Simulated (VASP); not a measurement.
# PtS2 (P-3m1) in VASP: further runs, part 2 of 3

VASP 6.6.1. Earlier steps stand in the parts before.

### Step 3. Single point, r2SCAN (20.74 Å³/atom)

This run uses another cell than the first one, of 20.74 Å³/atom.

File POSCAR:

```
PtS2
1.0
    3.5479077435      0.0000000000      0.0000000000
   -1.7739538717      3.0725782362      0.0000000000
    0.0000000000      0.0000000000      5.7073718593
Pt S
1 2
Direct
    0.0000000000      0.0000000000      0.0000000000
    0.3333333333      0.6666666667      0.2163044326
    0.6666666667      0.3333333333      0.7836955674
```

File INCAR.step1:

```
  ALGO = Normal
  EDIFF = 1E-5
  ENCUT = 550
  GGA = PE
  GGA_COMPAT = F
  ISMEAR = 0
  LASPH = T
  LCHARG = F
  LREAL = F
  LWAVE = T
  NBANDS = 18
  NELM = 120
  PREC = Accurate
  SIGMA = 0.05
```

File INCAR.step2:

```
  ALGO = Normal
  EDIFF = 1E-6
  ENCUT = 550
  GGA_COMPAT = F
  ISIF = 2
  ISMEAR = 0
  ISTART = 1
  LASPH = T
  LCHARG = F
  LMIXTAU = T
  LREAL = F
  LWAVE = F
  METAGGA = R2SCAN
  NBANDS = 18
  NELM = 120
  PREC = Accurate
  SIGMA = 0.05
```

File KPOINTS:

```
k-points
0
Gamma
  8 8 4
```

Potentials or basis: VASP PAW PBE potentials, release 64 (Pt, S).

On the command line:

```sh
cat potpaw_PBE.64/Pt/POTCAR potpaw_PBE.64/S/POTCAR > POTCAR
cp INCAR.step1 INCAR
mpirun -np 1 vasp_std > vasp.out
cp INCAR.step2 INCAR
mpirun -np 1 vasp_std > vasp.out
```

OUTCAR:

```text
EDIFF = 1E-6
   ENCUT = 550
   ISIF = 2
   ISMEAR = 0
   ISTART = 1
   LASPH = T
   LREAL = F
   METAGGA = R2SCAN
   NELM = 120
   PREC = Accurate

 ion  position               nearest neighbor table
   1  0.000  0.000  0.000-   2 2.39   3 2.39   3 2.39   2 2.39   3 2.39   2 2.39
   2  0.333  0.667  0.216-   1 2.39   1 2.39   1 2.39
   3  0.667  0.333  0.784-   1 2.39   1 2.39   1 2.39

  LATTYP: Found a hexagonal cell.
 ALAT       =     3.5479077435
 C/A-ratio  =     1.6086584748

  Lattice vectors:

 A1 = (   3.5479077435,   0.0000000000,   0.0000000000)
 A2 = (  -1.7739538717,   3.0725782362,   0.0000000000)
 A3 = (   0.0000000000,   0.0000000000,   5.7073718593)

Analysis of symmetry for initial positions (statically):
=====================================================================
 Subroutine PRICEL returns:
 Original cell was already a primitive cell.

 Routine SETGRP: Setting up the symmetry group for a
 hexagonal supercell.

 Subroutine GETGRP returns: Found 12 space group operations
 (whereof 12 operations were pure point group operations)
 out of a pool of 24 trial point group operations.

The static configuration has the point symmetry D_3d.

Analysis of symmetry for dynamics (positions and initial velocities):
=====================================================================
 Subroutine PRICEL returns:
 Original cell was already a primitive cell.

 Routine SETGRP: Setting up the symmetry group for a
 hexagonal supercell.

 Subroutine GETGRP returns: Found 12 space group operations
 (whereof 12 operations were pure point group operations)
 out of a pool of 24 trial point group operations.

The dynamic configuration has the point symmetry D_3d.

 Subroutine INISYM returns: Found 12 space group operations
 (whereof 12 operations are pure point group operations),
 and found     1 'primitive' translations

----------------------------------------------------------------------------------------

                                     Primitive cell

  volume of cell :      62.2173

  direct lattice vectors                    reciprocal lattice vectors
     3.547907744  0.000000000  0.000000000     0.281856258  0.162729786  0.000000000
    -1.773953872  3.072578236  0.000000000     0.000000000  0.325459573  0.000000000
     0.000000000  0.000000000  5.707371859     0.000000000  0.000000000  0.175211993

  length of vectors
     3.547907744  3.547907744  5.707371859     0.325459573  0.325459573  0.175211993

  position of ions in fractional coordinates (direct lattice)
     0.000000000  0.000000000  0.000000000
     0.333333333  0.666666667  0.216304433
     0.666666667  0.333333333  0.783695567

  ion indices of the primitive-cell ions
   primitive index   ion index
                 1           1
                 2           2
                 3           3

----------------------------------------------------------------------------------------

 KPOINTS: k-points

Automatic generation of k-mesh.
 Grid dimensions read from file:
 generate k-points for:    8    8    4

 Generating k-lattice:

  Cartesian coordinates                     Fractional coordinates (reciprocal lattice)
     0.035232032  0.020341223  0.000000000     0.125000000  0.000000000  0.000000000
     0.000000000  0.040682447  0.000000000     0.000000000  0.125000000  0.000000000
     0.000000000  0.000000000  0.043802998     0.000000000  0.000000000  0.250000000

  Length of vectors
     0.040682447  0.040682447  0.043802998

  Shift w.r.t. Gamma in fractional coordinates (k-lattice)
     0.000000000  0.000000000  0.000000000

 Subroutine IBZKPT returns following result:
 ===========================================

 Found     35 irreducible k-points:

 Following reciprocal coordinates:
            Coordinates               Weight
  0.000000  0.000000  0.000000      1.000000
  0.125000  0.000000  0.000000      6.000000
  0.250000  0.000000  0.000000      6.000000
  0.375000  0.000000  0.000000      6.000000
  0.500000  0.000000  0.000000      3.000000
  0.125000  0.125000  0.000000      6.000000
[... 16 lines left out ...]
 -0.125000  0.500000  0.250000     12.000000
  0.250000  0.250000  0.250000     12.000000
 [... further k-points ...]
   k-points           NKPTS =     35   k-points in BZ     NKDIM =     35   number of bands    NBANDS=     18
   number of dos      NEDOS =    301   number of ions     NIONS =      3
   total plane-waves  NPLWV =  37632
   dimension x,y,z NGX =    28 NGY =   28 NGZ =   48
   dimension x,y,z NGXF=    56 NGYF=   56 NGZF=   96
   ions per type =               1   2
   NGX,Y,Z   is equivalent  to a cutoff of  13.12, 13.12, 13.98 a.u.
   NGXF,Y,Z  is equivalent  to a cutoff of  26.24, 26.24, 27.96 a.u.
 SYSTEM =  unknown system
   PREC   = accura    normal or accurate (medium, high low for compatibility)
   ISTART =      1    job   : 0-new  1-cont  2-samecut
   ICHARG =      0    charge: 1-file 2-atom 10-const
   ISPIN  =      1    spin polarized calculation?
   LNONCOLLINEAR =      F non collinear calculations
   LSORBIT =      F    spin-orbit coupling
   LASPH  =      T    aspherical Exc in radial PAW
   ENCUT  =  550.0 eV  40.42 Ry    6.36 a.u.   6.78  6.78 10.91*2*pi/ulx,y,z
   NELM   =    120;   NELMIN=  2; NELMDL=  0     # of ELM steps
   EDIFF  = 0.1E-05   stopping-criterion for ELM
   LREAL  =      F    real-space projection
   EDIFFG = 0.1E-04   stopping-criterion for IOM
   NSW    =      0    number of steps for IOM
   IBRION =     -1    ionic relax: 0-MD 1-quasi-New 2-CG
   NFREE  =      0    steps in history (QN), initial steepest desc. (CG)
   ISIF   =      2    stress and relaxation
   ISYM   =      2    0-nonsym 1-usesym 2-fastsym
   POTIM  = 0.5000    time-step for ionic-motion
   TEBEG  =    0.0;   TEEND  =   0.0 temperature during run
   PSTRESS=    0.0 pullay stress
   NELECT =      22.0000    total number of electrons
   NUPDOWN=      -1.0000    fix difference up-down
   EMIN   =  10.00;   EMAX   =-10.00  energy-range for DOS
   EFERMI =   0.00;   METHOD = LEGACY
   ISMEAR =     0;   SIGMA  =   0.05  broadening in eV -4-tet -1-fermi 0-gaus
   EFERMI_NEDOS =   21; number of points for ismear=-14 and -15
   IALGO  =     38    algorithm
   IMIX   =      4    mixing-type and parameters
     AMIX     =   0.40;   BMIX     =  1.00
     AMIX_MAG =   1.60;   BMIX_MAG =  1.00
  volume/ion in A,a.u.               =      20.74       139.95
  Fermi-wavevector in a.u.,A,eV,Ry     =   1.157653  2.187648 18.234005  1.340162
  Thomas-Fermi vector in A             =   2.294263
   LORBIT       =      0    0 simple, 1 ext, 2 COOP (PROOUT), +10 PAW based schemes
   METAGGA = R2SCAN    functional components
   LHFCALC =     F    Hartree Fock is set to
   AEXX    =    0.0000 exact exchange contribution
   IVDW    =     0    specifies the selected vdW correction
   LEPSILON=     F    determine dielectric tensor
   LRPA    =     F    only Hartree local field effects (RPA)
 non-spin polarized calculation
 Gauss-broadening in eV      SIGMA  =   0.05
  energy-cutoff  :      550.00
  volume of cell :       62.22
 maximum number of plane-waves:      1850
 NGX is ok and might be reduce to    28
   NGX = 13   NGY = 13   NGZ = 21

 number of electron      21.9999999 magnetization

 Free energy of the ion-electron system (eV)
  ---------------------------------------------------
  ext. energy  EPLUGINS =         0.00000000
  ---------------------------------------------------
  free energy    TOTEN  =       -68.87293805 eV

  energy without entropy =      -68.87293805  energy(sigma->0) =      -68.87293805

 E-fermi :   4.7678     XC(G=0): -10.4725

 val. band max:        4.4932738715   @ k =   0.1250   0.1250   0.0000
 cond. band min:       5.9144935024   @ k =   0.0000   0.2500   0.2500
 fundamental gap:      1.4212196308
 Fermi energy:         4.7678232527

 k-point     1 :       0.0000    0.0000    0.0000
  band No.  band energies     occupation
      1     -10.5695      2.00000
      2      -8.0645      2.00000
      3      -1.6633      2.00000
      4      -1.6310      2.00000
      5      -1.6310      2.00000
      6       1.1127      2.00000
[... 10 lines left out ...]
     17      13.6041      0.00000
     18      16.0011      0.00000
[... 466 lines left out ...]
      2      -8.5069      2.00000
      3      -1.6744      2.00000
      4      -1.1844      2.00000
      5      -0.5910      2.00000
      6       0.2057      2.00000
[... 10 lines left out ...]
     17      14.8040      0.00000
     18      15.1579      0.00000

 [... further k-points ...]

------------------------ aborting loop because EDIFF is reached ----------------------------------------

  FORCE on cell =-STRESS in cart. coord.  units (eV):
  Direction    XX          YY          ZZ          XY          YZ          ZX
  --------------------------------------------------------------------------------------
  -------------------------------------------------------------------------------------
  Total       -0.0910617     -0.0910617     -0.0930885     -0.0000000     -0.0000000      0.0000000
  in kB       -2.3449582     -2.3449582     -2.3971488     -0.0000000     -0.0000000      0.0000000
  external PRESSURE =      -2.3623551 kB  Pullay stress =       0.0000000 kB

 VOLUME and BASIS-vectors are now :
 -----------------------------------------------------------------------------
  energy-cutoff  :      550.00
  volume of cell :       62.22
      direct lattice vectors                 reciprocal lattice vectors
     3.547907744  0.000000000  0.000000000     0.281856258  0.162729786  0.000000000
    -1.773953872  3.072578236  0.000000000     0.000000000  0.325459573  0.000000000
     0.000000000  0.000000000  5.707371859     0.000000000  0.000000000  0.175211993

 POSITION                                       TOTAL-FORCE (eV/Angst)
 -----------------------------------------------------------------------------------
      0.00000      0.00000      0.00000         0.000000      0.000000      0.000000
     -0.00000      2.04839      1.23453        -0.000000     -0.000000     -0.006413
      1.77395      1.02419      4.47284         0.000000      0.000000      0.006413
 -----------------------------------------------------------------------------------
    total drift:                               -0.000000      0.000000     -0.000000

  FREE ENERGIE OF THE ION-ELECTRON SYSTEM (eV)
  ---------------------------------------------------
  free  energy   TOTEN  =       -68.8729380520 eV

  energy  without entropy=      -68.8729380520  energy(sigma->0) =      -68.87293805
```

Run time: 66 s. Hardware: 1 thread of Intel Xeon 6975P-C (Granite Rapids), shared host; peak memory 0.21 GiB.

Results:

```yaml
Free_energy: -68.8729 eV
Pressure: -0.2 GPa
Largest_force: 0.006 eV/Å
Band_gap_on_the_k_mesh: 1.42 eV (least direct gap 1.45 eV)
```

Forces on the atoms (eV/Å):
```
Pt   0.000  0.000  0.000
S    0.000  0.000 -0.006
S    0.000  0.000  0.006
```

Levels at points of the mesh, in eV from the valence-band top:
```tsv
k point	band 7	band 8	band 9	band 10	band 11	band 12	band 13	band 14	band 15	band 16
(0.00, 0.00, 0.00)	-3.38	-1.49	-0.58	-0.58	-0.16	3.01	3.01	6.14	6.16	9.11
(0.50, 0.00, 0.00)	-2.68	-2.56	-2.48	-2.27	-2.02	2.47	3.03	5.94	7.22	9.16
(0.00, 0.00, 0.50)	-3.39	-1.78	-0.85	-0.65	-0.65	3.19	3.19	6.35	7.80	8.97
(0.50, 0.00, 0.50)	-2.68	-2.64	-2.35	-2.21	-1.38	2.70	2.87	5.62	6.55	8.42
```

Caveat: the PAW data sets were made with another functional, which shifts forces and pressure a little; spin-orbit coupling is left out, which moves the levels of the heavy elements.

### Step 4. Single point, r2SCAN (21.15 Å³/atom)

This run uses another cell than the first one, of 21.15 Å³/atom.

File POSCAR:

```
PtS2
1.0
    3.5475170573      0.0000000000      0.0000000000
   -1.7737585287      3.0722398920      0.0000000000
    0.0000000000      0.0000000000      5.8205629308
Pt S
1 2
Direct
    0.0000000000      0.0000000000      0.0000000000
    0.3333333333      0.6666666667      0.2122740189
    0.6666666667      0.3333333333      0.7877259811
```

File INCAR.step1:

```
PREC = Accurate ; ENCUT = 550
ISMEAR = 0 ; SIGMA = 0.05
LREAL = F ; LASPH = T
NELM = 120 ; NBANDS = 18
GGA = PE ; ALGO = Normal
EDIFF = 1E-5 ; LWAVE = T
LCHARG = F ; GGA_COMPAT = F
```

File INCAR.step2:

```
PREC = Accurate ; ENCUT = 550
EDIFF = 1E-6 ; ISMEAR = 0
SIGMA = 0.05 ; LREAL = F
LASPH = T ; NELM = 120
ALGO = Normal ; ISIF = 2
LWAVE = F ; LCHARG = F
METAGGA = R2SCAN ; LMIXTAU = T
NBANDS = 18 ; ISTART = 1
GGA_COMPAT = F
```

File KPOINTS:

```
regular mesh
0
Gamma
  8 8 4
```

On the command line:

```sh
cat potpaw_PBE.64/Pt/POTCAR potpaw_PBE.64/S/POTCAR > POTCAR
cp INCAR.step1 INCAR
mpirun -np 1 vasp_std > vasp.out
cp INCAR.step2 INCAR
mpirun -np 1 vasp_std > vasp.out
```

Wall time 63 s (1 thread of Intel Xeon 6975P-C (Granite Rapids), shared host); peak memory 0.21 GiB.

It converged, with:

| Quantity | Value |
| --- | --- |
| Free energy | -68.8713 eV |
| Pressure | -0.4 GPa |
| Largest force | 0.007 eV/Å |
| Band gap on the k mesh | 1.48 eV (least direct gap 1.52 eV) |

Forces in eV/Å, atoms in the order of the input:
```
Pt   0.000  0.000  0.000
S    0.000  0.000 -0.007
S    0.000  0.000  0.007
```

Levels at points of the mesh, in eV from the valence-band top:
| k point | band 7 | band 8 | band 9 | band 10 | band 11 | band 12 | band 13 | band 14 | band 15 | band 16 |
| --- | --- | --- | --- | --- | --- | --- | --- | --- | --- | --- |
| (0.00, 0.00, 0.00) | -3.33 | -1.42 | -0.54 | -0.54 | -0.21 | 3.07 | 3.07 | 6.14 | 6.22 | 9.16 |
| (0.50, 0.00, 0.00) | -2.63 | -2.52 | -2.41 | -2.16 | -1.99 | 2.55 | 3.05 | 5.93 | 7.24 | 9.20 |
| (0.00, 0.00, 0.50) | -3.34 | -1.67 | -0.84 | -0.59 | -0.59 | 3.22 | 3.22 | 6.37 | 7.78 | 9.04 |
| (0.50, 0.00, 0.50) | -2.64 | -2.59 | -2.31 | -2.16 | -1.39 | 2.78 | 2.90 | 5.63 | 6.62 | 8.45 |

Caveat: the PAW data sets were made with another functional, which shifts forces and pressure a little; spin-orbit coupling is left out, which moves the levels of the heavy elements. r2SCAN opens gaps a little over a GGA but as a rule still falls short of measured ones.

(Continued in part 3 of 3.)
